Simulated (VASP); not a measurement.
# B (Fddd) in VASP: relaxation of cell and atoms with PBE

Aim: the relaxation of cell and atoms of B with PBE.

All numbers are computed with VASP 6.6.1; they aren't measurements. Logs are shortened: lines on timing, memory, paths and dates and some standing lists are left out, and cuts for length are marked.

**1. The cell of the first run**

The structure is orthorhombic, space group Fddd (No. 70). Conventional cell: a = 3.160 Å, b = 3.207 Å, c = 5.340 Å, α = 90.00°, β = 90.00°, γ = 90.00°. B (site symmetry 222) has 8 B at 1.75 to 2.25 Å within 2.3 Å.

The cell was generated, and may not be a known phase.

**2. Relaxation of cell and atoms, PBE**

INCAR reads:

```
SYSTEM = B
  ALGO = Fast
  EDIFF = 1E-7
  EDIFFG = -0.01
  ENCUT = 600
  GGA = PE
  IBRION = 2
  ISIF = 3
  ISMEAR = 0
  LASPH = .True.
  LCHARG = .False.
  LREAL = .False.
  LWAVE = .False.
  NELM = 100
  NSW = 100
  PREC = Accurate
  SIGMA = 0.1
```

KPOINTS reads:

```
k-points
0
Gamma
  26 26 26
  0 0 0
```

POSCAR reads:

```
B
1.0
    0.0000000000      1.6034938819      2.6697746115
    1.5801505302      0.0000000000      2.6697746115
    1.5801505302      1.6034938819      0.0000000000
B
2
Direct
    0.5000000000      0.5000000000      0.5000000000
    0.7500000000      0.7500000000      0.7500000000
```

Potentials or basis: VASP PAW PBE potentials, release 64 (B).

The run is started by

```bash
> cat potpaw_PBE.64/B/POTCAR > POTCAR
> mpirun -np 1 vasp_std > vasp.out
```

OUTCAR:

```text
SYSTEM = B
   EDIFF = 1E-7
   EDIFFG = -0.01
   ENCUT = 600
   GGA = PE
   IBRION = 2
   ISIF = 3
   ISMEAR = 0
   LASPH = .True.
   LREAL = .False.
   NELM = 100
   NSW = 100
   PREC = Accurate

 ion  position               nearest neighbor table
   1  0.500  0.500  0.500-   2 1.75   2 1.75   2 1.75   2 1.75
   2  0.750  0.750  0.750-   1 1.75   1 1.75   1 1.75   1 1.75

  LATTYP: Found a face centered orthorhombic cell.
 ALAT       =     3.1603010604
 B/A-ratio  =     1.0147728658
 C/A-ratio  =     1.6895697976

  Lattice vectors:

 A1 = (   0.0000000000,   1.6034938819,   2.6697746115)
 A2 = (   1.5801505302,   0.0000000000,   2.6697746115)
 A3 = (   1.5801505302,   1.6034938819,   0.0000000000)

Analysis of symmetry for initial positions (statically):
=====================================================================
 Subroutine PRICEL returns:
 Original cell was already a primitive cell.

 Routine SETGRP: Setting up the symmetry group for a
 face centered orthorhombic supercell.

 Subroutine GETGRP returns: Found  8 space group operations
 (whereof  4 operations were pure point group operations)
 out of a pool of  8 trial point group operations.

The static configuration has the point symmetry D_2 .
 The point group associated with its full space group is D_2h.

Analysis of symmetry for dynamics (positions and initial velocities):
=====================================================================
 Subroutine PRICEL returns:
 Original cell was already a primitive cell.

 Routine SETGRP: Setting up the symmetry group for a
 face centered orthorhombic supercell.

 Subroutine GETGRP returns: Found  8 space group operations
 (whereof  4 operations were pure point group operations)
 out of a pool of  8 trial point group operations.

The dynamic configuration has the point symmetry D_2 .
 The point group associated with its full space group is D_2h.

 Subroutine INISYM returns: Found  8 space group operations
 (whereof  4 operations are pure point group operations),
 and found     1 'primitive' translations

----------------------------------------------------------------------------------------

                                     Primitive cell

  volume of cell :      13.5291

  direct lattice vectors                    reciprocal lattice vectors
     0.000000000  1.603493882  2.669774611    -0.316425550  0.311819088  0.187281727
     1.580150530  0.000000000  2.669774611     0.316425550 -0.311819088  0.187281727
     1.580150530  1.603493882  0.000000000     0.316425550  0.311819088 -0.187281727

  length of vectors
     3.114303952  3.102349460  2.251237066     0.482110690  0.482110690  0.482110690

  position of ions in fractional coordinates (direct lattice)
     0.500000000  0.500000000  0.500000000
     0.750000000  0.750000000  0.750000000

  ion indices of the primitive-cell ions
   primitive index   ion index
                 1           1
                 2           2

----------------------------------------------------------------------------------------

 KPOINTS: k-points

Automatic generation of k-mesh.
 Grid dimensions read from file:
 generate k-points for:   26   26   26

 Generating k-lattice:

  Cartesian coordinates                     Fractional coordinates (reciprocal lattice)
    -0.012170213  0.011993042  0.007203143     0.038461538  0.000000000  0.000000000
     0.012170213 -0.011993042  0.007203143     0.000000000  0.038461538  0.000000000
     0.012170213  0.011993042 -0.007203143    -0.000000000 -0.000000000  0.038461538

  Length of vectors
     0.018542719  0.018542719  0.018542719

  Shift w.r.t. Gamma in fractional coordinates (k-lattice)
     0.000000000  0.000000000  0.000000000

 Subroutine IBZKPT returns following result:
 ===========================================

 Found   2471 irreducible k-points:

 Following reciprocal coordinates:
            Coordinates               Weight
  0.000000  0.000000  0.000000      1.000000
  0.038462 -0.000000  0.000000      8.000000
  0.076923 -0.000000  0.000000      8.000000
  0.115385  0.000000  0.000000      8.000000
  0.153846  0.000000  0.000000      8.000000
  0.192308  0.000000  0.000000      8.000000
[... 16 lines left out ...]
  0.346154  0.038462  0.000000      8.000000
  0.384615  0.038462  0.000000      8.000000
 [... further k-points ...]
   k-points           NKPTS =   2471   k-points in BZ     NKDIM =   2471   number of bands    NBANDS=      7
   number of dos      NEDOS =    301   number of ions     NIONS =      2
   total plane-waves  NPLWV =  14112
   dimension x,y,z NGX =    28 NGY =   28 NGZ =   18
   dimension x,y,z NGXF=    56 NGYF=   56 NGZF=   36
   ions per type =               2
   NGX,Y,Z   is equivalent  to a cutoff of  14.95, 15.00, 13.29 a.u.
   NGXF,Y,Z  is equivalent  to a cutoff of  29.89, 30.01, 26.58 a.u.
 SYSTEM =  B
   PREC   = accura    normal or accurate (medium, high low for compatibility)
   ISTART =      0    job   : 0-new  1-cont  2-samecut
   ICHARG =      2    charge: 1-file 2-atom 10-const
   ISPIN  =      1    spin polarized calculation?
   LNONCOLLINEAR =      F non collinear calculations
   LSORBIT =      F    spin-orbit coupling
   LASPH  =      T    aspherical Exc in radial PAW
   ENCUT  =  600.0 eV  44.10 Ry    6.64 a.u.   6.22  6.20  4.50*2*pi/ulx,y,z
   NELM   =    100;   NELMIN=  2; NELMDL= -5     # of ELM steps
   EDIFF  = 0.1E-06   stopping-criterion for ELM
   LREAL  =      F    real-space projection
   EDIFFG = -.1E-01   stopping-criterion for IOM
   NSW    =    100    number of steps for IOM
   IBRION =      2    ionic relax: 0-MD 1-quasi-New 2-CG
   NFREE  =      1    steps in history (QN), initial steepest desc. (CG)
   ISIF   =      3    stress and relaxation
   ISYM   =      2    0-nonsym 1-usesym 2-fastsym
   POTIM  = 0.5000    time-step for ionic-motion
   TEBEG  =    0.0;   TEEND  =   0.0 temperature during run
   PSTRESS=    0.0 pullay stress
   NELECT =       6.0000    total number of electrons
   NUPDOWN=      -1.0000    fix difference up-down
   EMIN   =  10.00;   EMAX   =-10.00  energy-range for DOS
   EFERMI =   0.00;   METHOD = LEGACY
   ISMEAR =     0;   SIGMA  =   0.10  broadening in eV -4-tet -1-fermi 0-gaus
   EFERMI_NEDOS =   21; number of points for ismear=-14 and -15
   IALGO  =     68    algorithm
   IMIX   =      4    mixing-type and parameters
     AMIX     =   0.40;   BMIX     =  1.00
     AMIX_MAG =   1.60;   BMIX_MAG =  1.00
  volume/ion in A,a.u.               =       6.76        45.65
  Fermi-wavevector in a.u.,A,eV,Ry     =   1.248442  2.359214 21.206150  1.558608
  Thomas-Fermi vector in A             =   2.382529
   LORBIT       =      0    0 simple, 1 ext, 2 COOP (PROOUT), +10 PAW based schemes
   GGA     = PE    functional components
   LHFCALC =     F    Hartree Fock is set to
   AEXX    =    0.0000 exact exchange contribution
   IVDW    =     0    specifies the selected vdW correction
   LEPSILON=     F    determine dielectric tensor
   LRPA    =     F    only Hartree local field effects (RPA)
 conjugate gradient relaxation of ions
 non-spin polarized calculation
 RMM-DIIS sequential band-by-band and
 Gauss-broadening in eV      SIGMA  =   0.10
  energy-cutoff  :      600.00
  volume of cell :       13.53
 maximum number of plane-waves:       474
 NGX is ok and might be reduce to    28
   NGX = 13   NGY = 13   NGZ =  9

--------------------------------------- Ionic step        1  -------------------------------------------

 number of electron       6.0000000 magnetization

 Free energy of the ion-electron system (eV)
  ---------------------------------------------------
  ext. energy  EPLUGINS =         0.00000000
  ---------------------------------------------------
  free energy    TOTEN  =       -12.69181158 eV

  energy without entropy =      -12.69031951  energy(sigma->0) =      -12.69106555

------------------------ aborting loop because EDIFF is reached ----------------------------------------

  FORCE on cell =-STRESS in cart. coord.  units (eV):
  Direction    XX          YY          ZZ          XY          YZ          ZX
  --------------------------------------------------------------------------------------
  -------------------------------------------------------------------------------------
  Total        0.1856091     -0.2687690      0.0672954      0.0000000      0.0000000      0.0000000
  in kB       21.9806022    -31.8287418      7.9693995      0.0000000      0.0000000      0.0000000
  external PRESSURE =      -0.6262467 kB  Pullay stress =       0.0000000 kB
[... 129 lines left out ...]
  energy  without entropy=      -12.6920369322  energy(sigma->0) =      -12.69278894

--------------------------------------- Ionic step        5  -------------------------------------------

 number of electron       6.0000000 magnetization

 Free energy of the ion-electron system (eV)
  ---------------------------------------------------
  ext. energy  EPLUGINS =         0.00000000
  ---------------------------------------------------
  free energy    TOTEN  =       -12.69357775 eV

  energy without entropy =      -12.69207495  energy(sigma->0) =      -12.69282635

 E-fermi :   7.2862     XC(G=0): -12.2042

 val. band max:        7.2813303624   @ k =   0.3077   0.0385   0.2308
 cond. band min:       7.2897469179   @ k =  -0.1923   0.0769   0.2692
 fundamental gap:      0.0084165555
 Fermi energy:         7.2862490886

 k-point     1 :       0.0000    0.0000    0.0000
  band No.  band energies     occupation
      1      -8.8091      2.00000
      2       3.6046      2.00000
      3      13.1546      0.00000
      4      14.8870      0.00000
      5      14.8870      0.00000
      6      16.2799      0.00000
      7      16.2800      0.00000
[... 221 lines left out ...]
 k-point    24 :       0.3846    0.0385    0.0000
  band No.  band energies     occupation
      1      -5.2307      2.00000
      2       2.0015      2.00000
      3       3.5540      2.00000
      4      11.1592      0.00000
      5      14.3378      0.00000
      6      19.4302      0.00000
      7      20.6228      0.00000

 [... further k-points ...]
[... 5 lines left out ...]
  --------------------------------------------------------------------------------------
  -------------------------------------------------------------------------------------
  Total        0.0006522      0.0010734      0.0014820      0.0000000      0.0000000      0.0000000
  in kB        0.0773761      0.1273549      0.1758234      0.0000000      0.0000000      0.0000000
  external PRESSURE =       0.1268514 kB  Pullay stress =       0.0000000 kB
[... 17 lines left out ...]
  FREE ENERGIE OF THE ION-ELECTRON SYSTEM (eV)
  ---------------------------------------------------
  free  energy   TOTEN  =       -12.6935777533 eV

  energy  without entropy=      -12.6920749523  energy(sigma->0) =      -12.69282635

 reached required accuracy - stopping structural energy minimisation
```

It took 17 min on 1 thread of AMD EPYC 9755, shared host; peak memory 0.34 GiB.

What came out:

```yaml
Free_energy: -12.6936 eV
Relaxed_volume: 6.75 Å³/atom
Relaxed_cell: a = 3.110 Å, b = 3.110 Å, c = 2.248 Å, α = 68.81°, β = 68.81°, γ = 42.37°
Space_group_after_relaxing_to_0.1_Å: I4_1/amd (No. 141)
Energy_gained_by_relaxing: 0.9 meV/atom
Ionic_steps: 5
Pressure_after_relaxing: 0.0 GPa
Band_gap_on_the_k_mesh: zero (bands 3 and 4 overlap by 10.48 eV)
```

Step by step:
```tsv
step	energy change (eV)	largest force (eV/Å)	pressure (GPa)	volume (Å³)
1	0.0000	0.0000	-0.06	13.53
2	-0.0016	0.0000	-0.32	13.52
3	-0.0017	0.0000	-0.39	13.52
4	-0.0017	0.0000	0.42	13.49
5	-0.0018	0.0000	0.01	13.50
```

Final structure:
```
CELL_PARAMETERS angstrom
0.00000 1.58935 2.67302
1.58935 0.00000 2.67302
1.58935 1.58935 0.00000
ATOMIC_POSITIONS crystal
B 0.50000 0.50000 0.50000
B 0.75000 0.75000 0.75000
```

Levels at points of the mesh, in eV from the Fermi level:
```csv
k point,band 1,band 2,band 3,band 4,band 5,band 6,band 7
"(0.00, 0.00, 0.00)",-16.10,-3.68,5.87,7.60,7.60,8.99,8.99
"(0.50, 0.00, 0.00)",-9.25,-9.11,-3.74,2.45,7.55,13.57,13.66
"(0.50, 0.50, 0.00)",-12.07,-12.07,3.75,3.75,14.54,14.54,16.96
"(0.50, 0.00, 0.50)",-4.65,-4.65,-3.44,-3.44,5.27,5.27,12.07
"(0.00, 0.50, 0.50)",-4.65,-4.65,-3.44,-3.44,5.27,5.27,12.07
```
